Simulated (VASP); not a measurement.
# AlP (F-43m) in VASP: vibrations by perturbation theory with LDA

Aim: the vibrations by perturbation theory of AlP with LDA.

Everything below comes from runs of VASP 6.6.1. Logs are shortened: lines on timing, memory, paths and dates and some standing lists are left out, and cuts for length are marked.

## Step 1: The cell of the first run

It takes space group F-43m (No. 216, cubic). Conventional cell: a = 5.434 Å, b = 5.434 Å, c = 5.434 Å, α = 90.00°, β = 90.00°, γ = 90.00°. Within 3.1 Å of Al (site symmetry -43m) lie 4 P at 2.35 Å. Within 3.1 Å of P (site symmetry -43m) lie 4 Al at 2.35 Å.

## Step 2: Vibrations by perturbation theory, LDA

File INCAR:

```
PREC = Accurate
ENCUT = 500
EDIFF = 1E-8
ISMEAR = 0
SIGMA = 0.01
LREAL = F
LASPH = T
NELM = 120
ALGO = Normal
ISIF = 2
LWAVE = F
LCHARG = T
GGA = CA
NBANDS = 11
IBRION = 8
NSW = 1
LEPSILON = T
GGA_COMPAT = F
```

File KPOINTS:

```
Automatic mesh
0
Gamma
  8 8 8
```

File POSCAR:

```
AlP
1.0
    0.0000000000      2.7168325037      2.7168325037
    2.7168325037      0.0000000000      2.7168325037
    2.7168325037      2.7168325037      0.0000000000
Al P
1 1
Direct
    0.0000000000      0.0000000000      0.0000000000
    0.2500000000      0.2500000000      0.2500000000
```

Potentials or basis: VASP PAW LDA potentials, release 64 (Al, P).

Command:

```bash
$ cat potpaw_LDA.64/Al/POTCAR potpaw_LDA.64/P/POTCAR > POTCAR
$ mpirun -np 1 vasp_std > vasp.out
```

OUTCAR:

```text
PREC = Accurate
   ENCUT = 500
   EDIFF = 1E-8
   ISMEAR = 0
   LREAL = F
   LASPH = T
   NELM = 120
   ISIF = 2
   GGA = CA
   IBRION = 8
   NSW = 1
   LEPSILON = T

 ion  position               nearest neighbor table
   1  0.000  0.000  0.000-   2 2.35   2 2.35   2 2.35   2 2.35
   2  0.250  0.250  0.250-   1 2.35   1 2.35   1 2.35   1 2.35

  LATTYP: Found a face centered cubic cell.
 ALAT       =     5.4336650074

  Lattice vectors:

 A1 = (   0.0000000000,   2.7168325037,   2.7168325037)
 A2 = (   2.7168325037,   0.0000000000,   2.7168325037)
 A3 = (   2.7168325037,   2.7168325037,   0.0000000000)

Analysis of symmetry for initial positions (statically):
=====================================================================
 Subroutine PRICEL returns:
 Original cell was already a primitive cell.

 Routine SETGRP: Setting up the symmetry group for a
 face centered cubic supercell.

 Subroutine GETGRP returns: Found 24 space group operations
 (whereof 24 operations were pure point group operations)
 out of a pool of 48 trial point group operations.

The static configuration has the point symmetry T_d .

Analysis of symmetry for dynamics (positions and initial velocities):
=====================================================================
 Subroutine PRICEL returns:
 Original cell was already a primitive cell.

 Routine SETGRP: Setting up the symmetry group for a
 face centered cubic supercell.

 Subroutine GETGRP returns: Found 24 space group operations
 (whereof 24 operations were pure point group operations)
 out of a pool of 48 trial point group operations.

The dynamic configuration has the point symmetry T_d .

 Subroutine INISYM returns: Found 24 space group operations
 (whereof 24 operations are pure point group operations),
 and found     1 'primitive' translations

----------------------------------------------------------------------------------------

                                     Primitive cell

  volume of cell :      40.1069

  direct lattice vectors                    reciprocal lattice vectors
     0.000000000  2.716832504  2.716832504    -0.184037845  0.184037845  0.184037845
     2.716832504  0.000000000  2.716832504     0.184037845 -0.184037845  0.184037845
     2.716832504  2.716832504  0.000000000     0.184037845  0.184037845 -0.184037845

  length of vectors
     3.842181373  3.842181373  3.842181373     0.318762899  0.318762899  0.318762899

  position of ions in fractional coordinates (direct lattice)
     0.000000000  0.000000000  0.000000000
     0.250000000  0.250000000  0.250000000

  ion indices of the primitive-cell ions
   primitive index   ion index
                 1           1
                 2           2

----------------------------------------------------------------------------------------

 KPOINTS: Automatic mesh

Automatic generation of k-mesh.
 Grid dimensions read from file:
 generate k-points for:    8    8    8

 Generating k-lattice:

  Cartesian coordinates                     Fractional coordinates (reciprocal lattice)
    -0.023004731  0.023004731  0.023004731     0.125000000  0.000000000  0.000000000
[... 484 lines left out ...]
  ---------------------------------------------------
  ---------------------------------------------------
  free energy    TOTEN  =        -0.90050133 eV

  energy without entropy =       -0.90050133

------------------------ aborting loop because EDIFF is reached ----------------------------------------

--------------------------------------- Ionic step        2  -------------------------------------------

------------------------ aborting loop because EDIFF is reached ----------------------------------------

--------------------------------------- Ionic step        3  -------------------------------------------

------------------------ aborting loop because EDIFF is reached ----------------------------------------

 PIEZOELECTRIC TENSOR FIELD DIRECTION 3  (e Angst)
 -----------------------------------------------------------------------------
    -0.00071 -1.69846  0.00000           (  0.00000  0.02715  0.00000)
    -1.69846 -0.00071  0.00000           (  0.02715  0.00000  0.00000)
     0.00000  0.00000 -0.00029           (  0.00000  0.00000  0.00000)

 PIEZOELECTRIC TENSOR FIELD DIRECTION 3  (C/m^2)
 -----------------------------------------------------------------------------
    -0.00028 -0.67850  0.00000
    -0.67850 -0.00028  0.00000
     0.00000  0.00000 -0.00012

--------------------------------------- Ionic step        4  -------------------------------------------

------------------------ aborting loop because EDIFF is reached ----------------------------------------

[... ionic steps 5 to 6 ...]

--------------------------------------- Ionic step        7  -------------------------------------------

 Free energy of the ion-electron system (eV)
  ---------------------------------------------------
  ---------------------------------------------------
  free energy    TOTEN  =        -0.04974171 eV

  energy without entropy =       -0.04974171

------------------------ aborting loop because EDIFF is reached ----------------------------------------

 INTERNAL STRAIN TENSOR  FOR ION    2  DIRECTION 1   (eV/Angst):
 -----------------------------------------------------------------------------
     0.00150  0.00000  0.00000
     0.00000  0.00135 -8.50189
     0.00000 -8.50189  0.00135

 MACROSCOPIC STATIC DIELECTRIC TENSOR (including local field effects in DFT)
 ------------------------------------------------------
           8.591978    -0.000000    -0.000000
           0.000000     8.591978    -0.000000
          -0.000000     0.000000     8.591978
 ------------------------------------------------------

 PIEZOELECTRIC TENSOR (including local field effects)  for field in x, y, z        (e  Angst)
          XX          YY          ZZ          XY          YZ          ZX
  --------------------------------------------------------------------------------
  x    -0.00000     0.00000     0.00000    -0.00000    -1.70104    -0.00000
  y    -0.00000    -0.00000    -0.00000    -0.00000     0.00000    -1.70104
  z     0.00000     0.00000     0.00000    -1.70104    -0.00000     0.00000

 PIEZOELECTRIC TENSOR (including local field effects)  for field in x, y, z        (C/m^2)
          XX          YY          ZZ          XY          YZ          ZX
  --------------------------------------------------------------------------------
  x    -0.00000     0.00000     0.00000    -0.00000    -0.67953    -0.00000
  y    -0.00000    -0.00000    -0.00000    -0.00000     0.00000    -0.67953
  z     0.00000     0.00000     0.00000    -0.67953    -0.00000     0.00000

 BORN EFFECTIVE CHARGES (including local field effects) (in |e|, cummulative output)
 ---------------------------------------------------------------------------------
 ion    1
    1     2.23039    -0.00000    -0.00000
    2     0.00000     2.23039     0.00000
    3     0.00000     0.00000     2.23039
 ion    2
    1    -2.23039     0.00000     0.00000
    2     0.00000    -2.23039     0.00000
    3     0.00000     0.00000    -2.23039

 INTERNAL STRAIN TENSOR FOR ION    2 for displacements in x,y,z  (eV/Angst):
          X           Y           Z          XY          YZ          ZX
  --------------------------------------------------------------------------------
  x     0.00000    -0.00000    -0.00000     0.00000    -8.50189     0.00000
  y     0.00000     0.00000     0.00000     0.00000     0.00000    -8.50189
  z    -0.00000    -0.00000     0.00000    -8.50189     0.00000     0.00000

 SECOND DERIVATIVES (NOT SYMMETRIZED)
 ------------------------------------
               1X          1Y          1Z          2X          2Y          2Z
  1X   -10.301984    0.000000    0.000000   10.301984    0.000000    0.000000
  1Y     0.000000  -10.301984    0.000000    0.000000   10.301984    0.000000
  1Z     0.000000    0.000000  -10.301984    0.000000    0.000000   10.301984
  2X    10.304795    0.000000    0.000000  -10.304795    0.000000    0.000000
  2Y     0.000000   10.304795    0.000000    0.000000  -10.304795    0.000000
  2Z     0.000000    0.000000   10.304795    0.000000    0.000000  -10.304795

 Eigenvectors and eigenvalues of the dynamical matrix
 ----------------------------------------------------

   1 f  =   13.214676 THz    83.030260 2PiTHz  440.794156 cm-1    54.651485 meV
             X         Y         Z           dx          dy          dz
      0.000000  0.000000  0.000000     0.731014    0.000000    0.000000
      1.358416  1.358416  1.358416    -0.682363    0.000000    0.000000
[... 21 lines left out ...]
   6 f/i=    0.000899 THz     0.005649 2PiTHz    0.029988 cm-1     0.003718 meV
             X         Y         Z           dx          dy          dz
      0.000000  0.000000  0.000000    -0.622376   -0.274478   -0.054121
      1.358416  1.358416  1.358416    -0.666750   -0.294048   -0.057980

--------------------------------------------------------------------------------------------------------

 MACROSCOPIC STATIC DIELECTRIC TENSOR IONIC CONTRIBUTION
 ------------------------------------------------------
           2.178349    -0.000000    -0.000000
          -0.000000     2.178349     0.000000
          -0.000000     0.000000     2.178349
 ------------------------------------------------------

 ELASTIC MODULI CONTR FROM IONIC RELAXATION (kBar)
 Direction    XX          YY          ZZ          XY          YZ          ZX
 --------------------------------------------------------------------------------
 XX          -0.0000     -0.0000     -0.0000      0.0000      0.0000     -0.0000
 YY          -0.0000     -0.0000     -0.0000      0.0000      0.0000      0.0000
 ZZ          -0.0000     -0.0000     -0.0000      0.0000      0.0000     -0.0000
 XY           0.0000      0.0000      0.0000   -276.4599      0.0000      0.0000
 YZ           0.0000      0.0000      0.0000      0.0000   -276.4599      0.0000
 ZX          -0.0000      0.0000     -0.0000      0.0000      0.0000   -276.4599
 --------------------------------------------------------------------------------

 PIEZOELECTRIC TENSOR IONIC CONTR  for field in x, y, z        (C/m^2)
          XX          YY          ZZ          XY          YZ          ZX
  --------------------------------------------------------------------------------
  x    -0.00000    -0.00000    -0.00000    -0.00000     0.73022    -0.00000
  y     0.00000    -0.00000     0.00000     0.00000     0.00000     0.73022
  z    -0.00000    -0.00000    -0.00000     0.73022     0.00000     0.00000
```

It took 4.2 min on 1 thread of AMD EPYC 9R14 (Zen 4), shared host; peak memory 0.19 GiB.

What came out:

```yaml
Electronic_dielectric_tensor_diagonal: 8.59
Born_charges_mean_of_the_diagonal: Al +2.23; P -2.23 e
Highest_phonon_frequency_at_Γ_LO-TO_splitting_left_out: 441 cm⁻¹
```

Phonon frequencies in cm⁻¹ (negative: imaginary):
| q point | frequencies |
| --- | --- |
| (0.000, 0.000, 0.000) | 0 0 0 441 441 441 |

Electronic dielectric tensor:
```
8.59 0.00 0.00
0.00 8.59 0.00
0.00 0.00 8.59
```

Born effective charge tensors (e):
atom 1, Al
```
2.23 0.00 0.00
0.00 2.23 0.00
0.00 0.00 2.23
```
atom 2, P
```
-2.23  0.00  0.00
 0.00 -2.23  0.00
 0.00  0.00 -2.23
```
